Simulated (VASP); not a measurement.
# NaIr2 (P4_2/nmc) in VASP: relaxation of cell and atoms with PBE

Aim: the relaxation of cell and atoms of NaIr2 with PBE.

All numbers are computed with VASP 6.6.1; they aren't measurements. Logs are shortened: lines on timing, memory, paths and dates and some standing lists are left out, and cuts for length are marked.

## 1. The cell of the first run

It takes space group P4_2/nmc (No. 137, tetragonal). Conventional cell: a = 3.507 Å, b = 3.507 Å, c = 10.572 Å, α = 90.00°, β = 90.00°, γ = 90.00°. Within 4.0 Å of Na (site symmetry -4m2) lie 8 Ir at 3.07 to 3.27 Å and 4 Na at 3.51 Å. Ir (site symmetry 2mm) has 4 Ir at 2.49 Å and 4 Na at 3.07 to 3.27 Å within 3.3 Å.

## 2. Relaxation of cell and atoms, PBE

Contents of INCAR:

```
PREC = Accurate
ENCUT = 600
EDIFF = 1E-6
ISMEAR = 0
SIGMA = 0.1
LREAL = F
LASPH = T
NELM = 80
ALGO = Fast
ISIF = 3
LWAVE = F
LCHARG = F
GGA = PE
IBRION = 2
NSW = 90
EDIFFG = -0.04
```

Contents of KPOINTS:

```
regular mesh
0
Gamma
  6 6 2
```

Contents of POSCAR:

```
NaIr2
1.0
    3.5073162389      0.0000000000      0.0000000000
    0.0000000000      3.5073162389      0.0000000000
    0.0000000000      0.0000000000     10.5720366391
Na Ir
2 4
Direct
    0.0000000000      0.0000000000      0.0000000000
    0.5000000000      0.5000000000      0.5000000000
    0.0000000000      0.5000000000      0.2613289980
    0.0000000000      0.5000000000      0.7613289980
    0.5000000000      0.0000000000      0.2386710020
    0.5000000000      0.0000000000      0.7386710020
```

Potentials or basis: VASP PAW PBE potentials, release 64 (Na_pv, Ir).

Started as:

```console
cat potpaw_PBE.64/Na_pv/POTCAR potpaw_PBE.64/Ir/POTCAR > POTCAR
mpirun -np 1 vasp_std > vasp.out
```

OUTCAR:

```text
PREC = Accurate
   ENCUT = 600
   EDIFF = 1E-6
   ISMEAR = 0
   LREAL = F
   LASPH = T
   NELM = 80
   ISIF = 3
   GGA = PE
   IBRION = 2
   NSW = 90
   EDIFFG = -0.04

 ion  position               nearest neighbor table
   1  0.000  0.000  0.000-   4 3.07   5 3.07   4 3.07   5 3.07
   2  0.500  0.500  0.500-   3 3.07   6 3.07   6 3.07   3 3.07
   3  0.000  0.500  0.261-   5 2.49   5 2.49   5 2.49   5 2.49   2 3.07   2 3.07
   4  0.000  0.500  0.761-   6 2.49   6 2.49   6 2.49   6 2.49   1 3.07   1 3.07
   5  0.500  0.000  0.239-   3 2.49   3 2.49   3 2.49   3 2.49   1 3.07   1 3.07
   6  0.500  0.000  0.739-   4 2.49   4 2.49   4 2.49   4 2.49   2 3.07   2 3.07

  LATTYP: Found a simple tetragonal cell.
 ALAT       =     3.5073162389
 C/A-ratio  =     3.0142809827

  Lattice vectors:

 A1 = (   3.5073162389,   0.0000000000,   0.0000000000)
 A2 = (   0.0000000000,   3.5073162389,   0.0000000000)
 A3 = (   0.0000000000,   0.0000000000,  10.5720366391)

Analysis of symmetry for initial positions (statically):
=====================================================================
 Subroutine PRICEL returns:
 Original cell was already a primitive cell.

 Routine SETGRP: Setting up the symmetry group for a
 simple tetragonal supercell.

 Subroutine GETGRP returns: Found 16 space group operations
 (whereof  8 operations were pure point group operations)
 out of a pool of 16 trial point group operations.

The static configuration has the point symmetry D_2d.
 The point group associated with its full space group is D_4h.

Analysis of symmetry for dynamics (positions and initial velocities):
=====================================================================
 Subroutine PRICEL returns:
 Original cell was already a primitive cell.

 Routine SETGRP: Setting up the symmetry group for a
 simple tetragonal supercell.

 Subroutine GETGRP returns: Found 16 space group operations
 (whereof  8 operations were pure point group operations)
 out of a pool of 16 trial point group operations.

The dynamic configuration has the point symmetry D_2d.
 The point group associated with its full space group is D_4h.

 Subroutine INISYM returns: Found 16 space group operations
 (whereof  8 operations are pure point group operations),
 and found     1 'primitive' translations

----------------------------------------------------------------------------------------

                                     Primitive cell

  volume of cell :     130.0494

  direct lattice vectors                    reciprocal lattice vectors
     3.507316239  0.000000000  0.000000000     0.285118288  0.000000000  0.000000000
     0.000000000  3.507316239  0.000000000     0.000000000  0.285118288  0.000000000
     0.000000000  0.000000000 10.572036639     0.000000000  0.000000000  0.094589154

  length of vectors
     3.507316239  3.507316239 10.572036639     0.285118288  0.285118288  0.094589154

  position of ions in fractional coordinates (direct lattice)
     0.000000000  0.000000000  0.000000000
     0.500000000  0.500000000  0.500000000
     0.000000000  0.500000000  0.261328998
     0.000000000  0.500000000  0.761328998
     0.500000000  0.000000000  0.238671002
     0.500000000  0.000000000  0.738671002

  ion indices of the primitive-cell ions
   primitive index   ion index
                 1           1
                 2           2
                 3           3
                 4           4
                 5           5
                 6           6

----------------------------------------------------------------------------------------

 KPOINTS: regular mesh

Automatic generation of k-mesh.
 Grid dimensions read from file:
 generate k-points for:    6    6    2

 Generating k-lattice:

  Cartesian coordinates                     Fractional coordinates (reciprocal lattice)
     0.047519715  0.000000000  0.000000000     0.166666667  0.000000000  0.000000000
     0.000000000  0.047519715  0.000000000     0.000000000  0.166666667  0.000000000
     0.000000000  0.000000000  0.047294577     0.000000000  0.000000000  0.500000000

  Length of vectors
     0.047519715  0.047519715  0.047294577

  Shift w.r.t. Gamma in fractional coordinates (k-lattice)
     0.000000000  0.000000000  0.000000000

 Subroutine IBZKPT returns following result:
 ===========================================

 Found     20 irreducible k-points:

 Following reciprocal coordinates:
            Coordinates               Weight
  0.000000  0.000000  0.000000      1.000000
  0.166667  0.000000  0.000000      4.000000
  0.333333  0.000000  0.000000      4.000000
  0.500000  0.000000  0.000000      2.000000
  0.166667  0.166667  0.000000      4.000000
  0.333333  0.166667  0.000000      8.000000
[... 12 lines left out ...]
  0.500000  0.333333  0.500000      4.000000
  0.500000  0.500000  0.500000      1.000000
   k-points           NKPTS =     20   k-points in BZ     NKDIM =     20   number of bands    NBANDS=     30
   number of dos      NEDOS =    301   number of ions     NIONS =      6
   total plane-waves  NPLWV =  65856
   dimension x,y,z NGX =    28 NGY =   28 NGZ =   84
   dimension x,y,z NGXF=    56 NGYF=   56 NGZF=  168
   ions per type =               2   4
   NGX,Y,Z   is equivalent  to a cutoff of  13.27, 13.27, 13.21 a.u.
   NGXF,Y,Z  is equivalent  to a cutoff of  26.54, 26.54, 26.42 a.u.
 SYSTEM =  unknown system
   PREC   = accura    normal or accurate (medium, high low for compatibility)
   ISTART =      0    job   : 0-new  1-cont  2-samecut
   ICHARG =      2    charge: 1-file 2-atom 10-const
   ISPIN  =      1    spin polarized calculation?
   LNONCOLLINEAR =      F non collinear calculations
   LSORBIT =      F    spin-orbit coupling
   LASPH  =      T    aspherical Exc in radial PAW
   ENCUT  =  600.0 eV  44.10 Ry    6.64 a.u.   7.00  7.00 21.11*2*pi/ulx,y,z
   NELM   =     80;   NELMIN=  2; NELMDL= -5     # of ELM steps
   EDIFF  = 0.1E-05   stopping-criterion for ELM
   LREAL  =      F    real-space projection
   EDIFFG = -.4E-01   stopping-criterion for IOM
   NSW    =     90    number of steps for IOM
   IBRION =      2    ionic relax: 0-MD 1-quasi-New 2-CG
   NFREE  =      1    steps in history (QN), initial steepest desc. (CG)
   ISIF   =      3    stress and relaxation
   ISYM   =      2    0-nonsym 1-usesym 2-fastsym
   POTIM  = 0.5000    time-step for ionic-motion
   TEBEG  =    0.0;   TEEND  =   0.0 temperature during run
   PSTRESS=    0.0 pullay stress
   NELECT =      50.0000    total number of electrons
   NUPDOWN=      -1.0000    fix difference up-down
   EMIN   =  10.00;   EMAX   =-10.00  energy-range for DOS
   EFERMI =   0.00;   METHOD = LEGACY
   ISMEAR =     0;   SIGMA  =   0.10  broadening in eV -4-tet -1-fermi 0-gaus
   EFERMI_NEDOS =   21; number of points for ismear=-14 and -15
   IALGO  =     68    algorithm
   IMIX   =      4    mixing-type and parameters
     AMIX     =   0.40;   BMIX     =  1.00
     AMIX_MAG =   1.60;   BMIX_MAG =  1.00
  volume/ion in A,a.u.               =      21.67       146.27
  Fermi-wavevector in a.u.,A,eV,Ry     =   1.190407  2.249542 19.280379  1.417068
  Thomas-Fermi vector in A             =   2.326492
   LORBIT       =      0    0 simple, 1 ext, 2 COOP (PROOUT), +10 PAW based schemes
   GGA     = PE    functional components
   LHFCALC =     F    Hartree Fock is set to
   AEXX    =    0.0000 exact exchange contribution
   IVDW    =     0    specifies the selected vdW correction
   LEPSILON=     F    determine dielectric tensor
   LRPA    =     F    only Hartree local field effects (RPA)
 conjugate gradient relaxation of ions
 non-spin polarized calculation
 RMM-DIIS sequential band-by-band and
 Gauss-broadening in eV      SIGMA  =   0.10
  energy-cutoff  :      600.00
  volume of cell :      130.05
 maximum number of plane-waves:      4368
   NGX = 15   NGY = 15   NGZ = 43

--------------------------------------- Ionic step        1  -------------------------------------------

 number of electron      49.9999966 magnetization

 Free energy of the ion-electron system (eV)
  ---------------------------------------------------
  ext. energy  EPLUGINS =         0.00000000
  ---------------------------------------------------
  free energy    TOTEN  =       -34.07288596 eV

  energy without entropy =      -33.98830041  energy(sigma->0) =      -34.03059319

------------------------ aborting loop because EDIFF is reached ----------------------------------------

  FORCE on cell =-STRESS in cart. coord.  units (eV):
  Direction    XX          YY          ZZ          XY          YZ          ZX
  --------------------------------------------------------------------------------------
  -------------------------------------------------------------------------------------
  Total        1.0388498      1.0388498      0.0896569      0.0000000      0.0000000     -0.0000000
  in kB       12.7983749     12.7983749      1.1045507      0.0000000      0.0000000     -0.0000000
  external PRESSURE =       8.9004335 kB  Pullay stress =       0.0000000 kB
[... 101 lines left out ...]
  FREE ENERGIE OF THE ION-ELECTRON SYSTEM (eV)
  ---------------------------------------------------
  free  energy   TOTEN  =       -34.0799737567 eV

  energy  without entropy=      -34.0022811201  energy(sigma->0) =      -34.04112744

[... ionic steps 4 to 14 ...]

--------------------------------------- Ionic step       15  -------------------------------------------

 number of electron      49.9999967 magnetization

------------------------ aborting loop because EDIFF is reached ----------------------------------------

  FORCE on cell =-STRESS in cart. coord.  units (eV):
  Direction    XX          YY          ZZ          XY          YZ          ZX
  --------------------------------------------------------------------------------------
  -------------------------------------------------------------------------------------
  Total        0.0623256      0.0623256     -0.4410488      0.0000000      0.0000000     -0.0000000
  in kB        0.7621430      0.7621430     -5.3933264      0.0000000      0.0000000     -0.0000000
  external PRESSURE =      -1.2896801 kB  Pullay stress =       0.0000000 kB
[... 65 lines left out ...]
  energy  without entropy=      -34.2071035888  energy(sigma->0) =      -34.24127206

--------------------------------------- Ionic step       17  -------------------------------------------

 number of electron      49.9999969 magnetization

 Free energy of the ion-electron system (eV)
  ---------------------------------------------------
  ext. energy  EPLUGINS =         0.00000000
  ---------------------------------------------------
  free energy    TOTEN  =       -34.27608188 eV

  energy without entropy =      -34.20778067  energy(sigma->0) =      -34.24193127

 E-fermi :   3.5702     XC(G=0):  -9.9047

 val. band max:        3.5640724172   @ k =   0.5000   0.1667   0.5000
 cond. band min:       3.5743185718   @ k =   0.3333   0.0000   0.0000
 fundamental gap:      0.0102461545
 Fermi energy:         3.5702236165

 k-point     1 :       0.0000    0.0000    0.0000
  band No.  band energies     occupation
      1     -19.9613      2.00000
      2     -19.9613      2.00000
      3     -19.9611      2.00000
      4     -19.9611      2.00000
      5     -19.9210      2.00000
      6     -19.9186      2.00000
[... 682 lines left out ...]
  FREE ENERGIE OF THE ION-ELECTRON SYSTEM (eV)
  ---------------------------------------------------
  free  energy   TOTEN  =       -34.2760818818 eV

  energy  without entropy=      -34.2077806682  energy(sigma->0) =      -34.24193127

 reached required accuracy - stopping structural energy minimisation
```

Run time: 27 min. Hardware: 1 thread of Intel Xeon 8259CL, shared host; peak memory 0.31 GiB.

Results:

| Item | Value |
| --- | --- |
| Free energy | -34.2761 eV |
| Relaxed volume | 21.76 Å³/atom |
| Relaxed cell | a = 3.531 Å, b = 3.531 Å, c = 10.472 Å, α = 90.00°, β = 90.00°, γ = 90.00° |
| Space group after relaxing (to 0.1 Å) | I4/mmm (No. 139) |
| Energy gained by relaxing | 33.9 meV/atom |
| Ionic steps | 17 |
| Pressure after relaxing | 0.0 GPa |

Forces in eV/Å, atoms in the order of the input:
```
Na   0.000  0.000  0.000
Na   0.000  0.000  0.000
Ir   0.000  0.000 -0.002
Ir   0.000  0.000 -0.002
Ir   0.000  0.000  0.002
Ir   0.000  0.000  0.002
```

The path:
| step | energy change (eV) | largest force (eV/Å) | pressure (GPa) | volume (Å³) |
| --- | --- | --- | --- | --- |
| 1 | 0.0000 | 0.1874 | 0.89 | 130.05 |
| 2 | -0.0034 | 0.3063 | -1.51 | 132.33 |
| 3 | -0.0071 | 0.2774 | -0.54 | 131.38 |
| 4 | -0.0189 | 0.2581 | -0.85 | 131.69 |
| 5 | -0.0627 | 0.6561 | -1.54 | 132.62 |
| 6 | -0.1512 | 0.1637 | -3.47 | 134.50 |
| 7 | -0.1581 | 0.4032 | -2.67 | 133.75 |
| 8 | -0.1641 | 0.1870 | -2.98 | 134.05 |
| 9 | -0.1684 | 0.1064 | -2.89 | 133.94 |
| 10 | -0.1730 | 0.0670 | -2.74 | 133.72 |
| 11 | -0.1784 | 0.0570 | -2.48 | 133.46 |
| 12 | -0.1913 | 0.0310 | -1.75 | 132.68 |
| 13 | -0.2019 | 0.0208 | -0.18 | 131.12 |
| 14 | -0.2019 | 0.0233 | -0.13 | 131.07 |
| 15 | -0.2021 | 0.0192 | -0.13 | 131.02 |
| 16 | -0.2026 | 0.0133 | -0.08 | 130.88 |
| 17 | -0.2032 | 0.0022 | -0.03 | 130.59 |

Final structure:
```yaml
crystal:
  lattice:
    - [3.53129, 0.00000, 0.00000]
    - [0.00000, 3.53129, 0.00000]
    - [0.00000, 0.00000, 10.47199]
  atoms:
    - { symbol: Na, position: [0.00000, 0.00000, 0.00000] }
    - { symbol: Na, position: [0.50000, 0.50000, 0.50000] }
    - { symbol: Ir, position: [0.00000, 0.50000, 0.25001] }
    - { symbol: Ir, position: [0.00000, 0.50000, 0.75001] }
    - { symbol: Ir, position: [0.50000, 0.00000, 0.24999] }
    - { symbol: Ir, position: [0.50000, 0.00000, 0.74999] }
```

Caveat: the highest band is partly filled, so the run has too few bands; spin-orbit coupling is left out, which moves the levels of the heavy elements.
